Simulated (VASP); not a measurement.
# ZnAu (P4mm) in VASP: notebook

ZnAu is run at these levels: LDA; tasks: single point.

All numbers are computed with VASP 6.6.1; they aren't measurements. Logs are shortened: lines on timing, memory, paths and dates and some standing lists are left out, and cuts for length are marked.

**1. The cell of the first run**

Symmetry: P4mm, No. 99, tetragonal system. The conventional cell has a = 3.147 Å, b = 3.147 Å, c = 3.147 Å, α = 90.00°, β = 90.00°, γ = 90.00°. Within 3.6 Å of Zn (site symmetry 4mm) lie 8 Au at 2.70 to 2.75 Å and 6 Zn at 3.15 Å. Au (site symmetry 4mm) has 8 Zn at 2.70 to 2.75 Å and 6 Au at 3.15 Å within 3.6 Å.

**2. Single point, LDA**

Contents of INCAR:

```
PREC = Accurate ; ENCUT = 500
EDIFF = 1E-6 ; ISMEAR = -1
SIGMA = 0.15 ; LREAL = F
LASPH = T ; NELM = 120
ALGO = Normal ; ISIF = 2
LWAVE = F ; LCHARG = F
GGA = CA ; NBANDS = 18
GGA_COMPAT = F
```

Contents of KPOINTS:

```
Automatic mesh
0
Gamma
  5 5 5
```

Contents of POSCAR:

```
ZnAu
1.0
    3.1470000000      0.0000000000      0.0000000000
    0.0000000000      3.1470000000      0.0000000000
    0.0000000000      0.0000000000      3.1470000000
Zn Au
1 1
Direct
    0.5000000000      0.5000000000      0.5000000000
    0.0150000000      0.0000000000      0.0000000000
```

Potentials or basis: VASP PAW LDA potentials, release 64 (Zn, Au).

Command:

```sh
cat potpaw_LDA.64/Zn/POTCAR potpaw_LDA.64/Au/POTCAR > POTCAR
mpirun -np 1 vasp_std > vasp.out
```

OUTCAR:

```text
PREC = Accurate
   ENCUT = 500
   EDIFF = 1E-6
   ISMEAR = -1
   LREAL = F
   LASPH = T
   NELM = 120
   ISIF = 2
   GGA = CA

 ion  position               nearest neighbor table
   1  0.500  0.500  0.500-   2 2.70   2 2.70   2 2.70   2 2.70   2 2.75   2 2.75   2 2.75   2 2.75

   2  0.015  0.000  0.000-   1 2.70   1 2.70   1 2.70   1 2.70   1 2.75   1 2.75   1 2.75   1 2.75

  LATTYP: Found a simple cubic cell.
 ALAT       =     3.1470000000

  Lattice vectors:

 A1 = (   3.1470000000,   0.0000000000,   0.0000000000)
 A2 = (   0.0000000000,   3.1470000000,   0.0000000000)
 A3 = (   0.0000000000,   0.0000000000,   3.1470000000)

Analysis of symmetry for initial positions (statically):
=====================================================================
 Subroutine PRICEL returns:
 Original cell was already a primitive cell.

 Routine SETGRP: Setting up the symmetry group for a
 simple cubic supercell.

 Subroutine GETGRP returns: Found  8 space group operations
 (whereof  8 operations were pure point group operations)
 out of a pool of 48 trial point group operations.

The static configuration has the point symmetry C_4v.

Analysis of symmetry for dynamics (positions and initial velocities):
=====================================================================
 Subroutine PRICEL returns:
 Original cell was already a primitive cell.

 Routine SETGRP: Setting up the symmetry group for a
 simple cubic supercell.

 Subroutine GETGRP returns: Found  8 space group operations
 (whereof  8 operations were pure point group operations)
 out of a pool of 48 trial point group operations.

The dynamic configuration has the point symmetry C_4v.

 Subroutine INISYM returns: Found  8 space group operations
 (whereof  8 operations are pure point group operations),
 and found     1 'primitive' translations

----------------------------------------------------------------------------------------

                                     Primitive cell

  volume of cell :      31.1667

  direct lattice vectors                    reciprocal lattice vectors
     3.147000000  0.000000000  0.000000000     0.317762949  0.000000000  0.000000000
     0.000000000  3.147000000  0.000000000     0.000000000  0.317762949  0.000000000
     0.000000000  0.000000000  3.147000000     0.000000000  0.000000000  0.317762949

  length of vectors
     3.147000000  3.147000000  3.147000000     0.317762949  0.317762949  0.317762949

  position of ions in fractional coordinates (direct lattice)
     0.500000000  0.500000000  0.500000000
     0.015000000  0.000000000  0.000000000

  ion indices of the primitive-cell ions
   primitive index   ion index
                 1           1
                 2           2

----------------------------------------------------------------------------------------

 KPOINTS: Automatic mesh

Automatic generation of k-mesh.
 Grid dimensions read from file:
 generate k-points for:    5    5    5

 Generating k-lattice:

  Cartesian coordinates                     Fractional coordinates (reciprocal lattice)
     0.063552590  0.000000000  0.000000000     0.200000000  0.000000000  0.000000000
     0.000000000  0.063552590  0.000000000     0.000000000  0.200000000  0.000000000
     0.000000000  0.000000000  0.063552590     0.000000000  0.000000000  0.200000000

  Length of vectors
     0.063552590  0.063552590  0.063552590

  Shift w.r.t. Gamma in fractional coordinates (k-lattice)
     0.000000000  0.000000000  0.000000000

 Subroutine IBZKPT returns following result:
 ===========================================

 Found     18 irreducible k-points:

 Following reciprocal coordinates:
            Coordinates               Weight
  0.000000  0.000000  0.000000      1.000000
  0.200000  0.000000  0.000000      2.000000
  0.000000  0.200000  0.000000      4.000000
  0.400000  0.000000  0.000000      2.000000
  0.000000  0.400000  0.000000      4.000000
  0.200000  0.200000  0.000000      8.000000
[... 10 lines left out ...]
  0.200000  0.400000  0.400000      8.000000
  0.400000  0.400000  0.400000      8.000000
   k-points           NKPTS =     18   k-points in BZ     NKDIM =     18   number of bands    NBANDS=     18
   number of dos      NEDOS =    301   number of ions     NIONS =      2
   total plane-waves  NPLWV =  13824
   dimension x,y,z NGX =    24 NGY =   24 NGZ =   24
   dimension x,y,z NGXF=    48 NGYF=   48 NGZF=   48
   ions per type =               1   1
   NGX,Y,Z   is equivalent  to a cutoff of  12.68, 12.68, 12.68 a.u.
   NGXF,Y,Z  is equivalent  to a cutoff of  25.36, 25.36, 25.36 a.u.
 SYSTEM =  unknown system
   PREC   = accura    normal or accurate (medium, high low for compatibility)
   ISTART =      0    job   : 0-new  1-cont  2-samecut
   ICHARG =      2    charge: 1-file 2-atom 10-const
   ISPIN  =      1    spin polarized calculation?
   LNONCOLLINEAR =      F non collinear calculations
   LSORBIT =      F    spin-orbit coupling
   LASPH  =      T    aspherical Exc in radial PAW
   ENCUT  =  500.0 eV  36.75 Ry    6.06 a.u.   5.74  5.74  5.74*2*pi/ulx,y,z
   NELM   =    120;   NELMIN=  2; NELMDL= -5     # of ELM steps
   EDIFF  = 0.1E-05   stopping-criterion for ELM
   LREAL  =      F    real-space projection
   EDIFFG = 0.1E-04   stopping-criterion for IOM
   NSW    =      0    number of steps for IOM
   IBRION =     -1    ionic relax: 0-MD 1-quasi-New 2-CG
   NFREE  =      0    steps in history (QN), initial steepest desc. (CG)
   ISIF   =      2    stress and relaxation
   ISYM   =      2    0-nonsym 1-usesym 2-fastsym
   POTIM  = 0.5000    time-step for ionic-motion
   TEBEG  =    0.0;   TEEND  =   0.0 temperature during run
   PSTRESS=    0.0 pullay stress
   NELECT =      23.0000    total number of electrons
   NUPDOWN=      -1.0000    fix difference up-down
   EMIN   =  10.00;   EMAX   =-10.00  energy-range for DOS
   EFERMI =   0.00;   METHOD = LEGACY
   ISMEAR =    -1;   SIGMA  =   0.15  broadening in eV -4-tet -1-fermi 0-gaus
   EFERMI_NEDOS =   21; number of points for ismear=-14 and -15
   IALGO  =     38    algorithm
   IMIX   =      4    mixing-type and parameters
     AMIX     =   0.40;   BMIX     =  1.00
     AMIX_MAG =   1.60;   BMIX_MAG =  1.00
  volume/ion in A,a.u.               =      15.58       105.16
  Fermi-wavevector in a.u.,A,eV,Ry     =   1.479406  2.795672 29.778283  2.188642
  Thomas-Fermi vector in A             =   2.593568
   LORBIT       =      0    0 simple, 1 ext, 2 COOP (PROOUT), +10 PAW based schemes
   GGA     = CA    functional components
   LHFCALC =     F    Hartree Fock is set to
   AEXX    =    0.0000 exact exchange contribution
   IVDW    =     0    specifies the selected vdW correction
   LEPSILON=     F    determine dielectric tensor
   LRPA    =     F    only Hartree local field effects (RPA)
 non-spin polarized calculation
  energy-cutoff  :      500.00
  volume of cell :       31.17
 maximum number of plane-waves:       800
 NGX is ok and might be reduce to    24
   NGX = 11   NGY = 11   NGZ = 11

 number of electron      22.9999998 magnetization

 Free energy of the ion-electron system (eV)
  ---------------------------------------------------
  ext. energy  EPLUGINS =         0.00000000
  ---------------------------------------------------
  free energy    TOTEN  =        -6.76184684 eV

  energy without entropy =       -6.73515668  energy(sigma->0) =       -6.74850176

 E-fermi :   6.7247     XC(G=0): -12.6749

 val. band max:        6.6174060162   @ k =   0.4000   0.4000   0.4000
 cond. band min:       7.4172672896   @ k =   0.2000   0.4000   0.4000
 fundamental gap:      0.7998612734
 Fermi energy:         6.7246651941

 k-point     1 :       0.0000    0.0000    0.0000
  band No.  band energies     occupation
      1      -3.7621      2.00000
      2      -1.3059      2.00000
      3      -1.3019      2.00000
      4      -0.6364      2.00000
      5      -0.6336      2.00000
      6      -0.6336      2.00000
[... 10 lines left out ...]
     17      19.1198      0.00000
     18      25.2172      0.00000

 k-point     2 :       0.2000    0.0000    0.0000
  band No.  band energies     occupation
      1      -3.0688      2.00000
      2      -1.1654      2.00000
      3      -1.1179      2.00000
      4      -0.6406      2.00000
      5      -0.6406      2.00000
      6      -0.5840      2.00000
[... 10 lines left out ...]
     17      22.2406      0.00000
     18      24.2248      0.00000

 k-point     3 :       0.0000    0.2000    0.0000
  band No.  band energies     occupation
      1      -3.0681      2.00000
      2      -1.1637      2.00000
      3      -1.1201      2.00000
      4      -0.6433      2.00000
      5      -0.6404      2.00000
      6      -0.5820      2.00000
[... 10 lines left out ...]
     17      22.2560      0.00000
     18      24.2257      0.00000

 k-point     4 :       0.4000    0.0000    0.0000
  band No.  band energies     occupation
      1      -1.3584      2.00000
      2      -0.9019      2.00000
      3      -0.8080      2.00000
      4      -0.6429      2.00000
      5      -0.6429      2.00000
      6      -0.4954      2.00000
[... 249 lines left out ...]
      4      -0.8668      2.00000
      5      -0.3990      2.00000
      6       0.3997      2.00000
[... 10 lines left out ...]
     17      17.7463      0.00000
     18      20.3539      0.00000

 k-point    17 :       0.2000    0.4000    0.4000
  band No.  band energies     occupation
      1      -1.2203      2.00000
      2      -1.0364      2.00000
      3      -0.9333      2.00000
      4      -0.8643      2.00000
      5      -0.3989      2.00000
      6       0.3936      2.00000
[... 10 lines left out ...]
     17      17.7494      0.00000
     18      20.3576      0.00000

 k-point    18 :       0.4000    0.4000    0.4000
  band No.  band energies     occupation
      1      -1.0405      2.00000
      2      -0.9128      2.00000
      3      -0.9117      2.00000
      4      -0.4380      2.00000
      5      -0.4379      2.00000
      6       0.3816      2.00000
[... 10 lines left out ...]
     17      14.1246      0.00000
     18      16.5861      0.00000

------------------------ aborting loop because EDIFF is reached ----------------------------------------

  FORCE on cell =-STRESS in cart. coord.  units (eV):
  Direction    XX          YY          ZZ          XY          YZ          ZX
  --------------------------------------------------------------------------------------
  -------------------------------------------------------------------------------------
  Total       -1.0981816     -1.0843166     -1.0843166      0.0000000     -0.0000000      0.0000000
  in kB      -56.4539749    -55.7412168    -55.7412168      0.0000000     -0.0000000      0.0000000
  external PRESSURE =     -55.9788028 kB  Pullay stress =       0.0000000 kB

 VOLUME and BASIS-vectors are now :
 -----------------------------------------------------------------------------
  energy-cutoff  :      500.00
  volume of cell :       31.17
      direct lattice vectors                 reciprocal lattice vectors
     3.147000000  0.000000000  0.000000000     0.317762949  0.000000000  0.000000000
     0.000000000  3.147000000  0.000000000     0.000000000  0.317762949  0.000000000
     0.000000000  0.000000000  3.147000000     0.000000000  0.000000000  0.317762949

 POSITION                                       TOTAL-FORCE (eV/Angst)
 -----------------------------------------------------------------------------------
      1.57350      1.57350      1.57350         0.141032      0.000000     -0.000000
      0.04721      0.00000      0.00000        -0.141032     -0.000000      0.000000
 -----------------------------------------------------------------------------------
    total drift:                               -0.000020      0.000000      0.000001

  FREE ENERGIE OF THE ION-ELECTRON SYSTEM (eV)
  ---------------------------------------------------
  free  energy   TOTEN  =        -6.7618468366 eV

  energy  without entropy=       -6.7351566833  energy(sigma->0) =       -6.74850176
```

It used 7.9 s of CPU time on 1 thread of Intel Xeon 8259CL (shared host).

Results:

```yaml
Free_energy: -6.7618 eV
Pressure: -5.6 GPa
Largest_force: 0.141 eV/Å
```

Forces on the atoms (eV/Å):
```
Zn   0.141  0.000  0.000
Au  -0.141  0.000  0.000
```

Caveat: the k points lie up to 0.40 Å⁻¹ apart; spin-orbit coupling is left out, which moves the levels of the heavy elements.

**3. Single point, LDA**

Contents of INCAR:

```
SYSTEM = ZnAu
ALGO = Normal
EDIFF = 1E-6
ENCUT = 500
GGA_COMPAT = .False.
ISIF = 2
ISMEAR = -1
LASPH = .True.
LCHARG = .True.
LELF = .True.
LREAL = .False.
LVHAR = .True.
LWAVE = .False.
NBANDS = 18
NELM = 120
PREC = Accurate
SIGMA = 0.15
```

Contents of KPOINTS:

```
k-points
0
Gamma
  5 5 5
  0 0 0
```

Changes to POSCAR since step 2:

```diff
@@ -9,2 +9,2 @@
     0.5000000000      0.5000000000      0.5000000000
-    0.0150000000      0.0000000000      0.0000000000
+    0.0300000000      0.0000000000      0.0000000000
```

Potentials or basis: VASP PAW LDA potentials, release 64 (Zn, Au).

Command:

```sh
cat potpaw_LDA.64/Zn/POTCAR potpaw_LDA.64/Au/POTCAR > POTCAR
mpirun -np 1 vasp_std > vasp.out
```

Run time: 12 s. Hardware: 1 thread of Intel Xeon 8259CL, shared host; peak memory 0.13 GiB.

It converged, with:

- Free energy: -6.7518 eV
- Pressure: -5.3 GPa
- Largest force: 0.283 eV/Å

Forces in eV/Å, atoms in the order of the input:
```
Zn   0.283  0.000  0.000
Au  -0.283  0.000  0.000
```

Stress tensor (GPa, compression positive):
```
-5.47  0.00  0.00
 0.00 -5.19  0.00
 0.00  0.00 -5.19
```

Levels at points of the mesh, in eV from the Fermi level:
```tsv
k point	band 9	band 10	band 11	band 12	band 13	band 14
(0.00, 0.00, 0.00)	-3.57	-3.57	-3.57	5.09	5.09	5.14
```

Caveat: the k points lie up to 0.40 Å⁻¹ apart; spin-orbit coupling is left out, which moves the levels of the heavy elements.
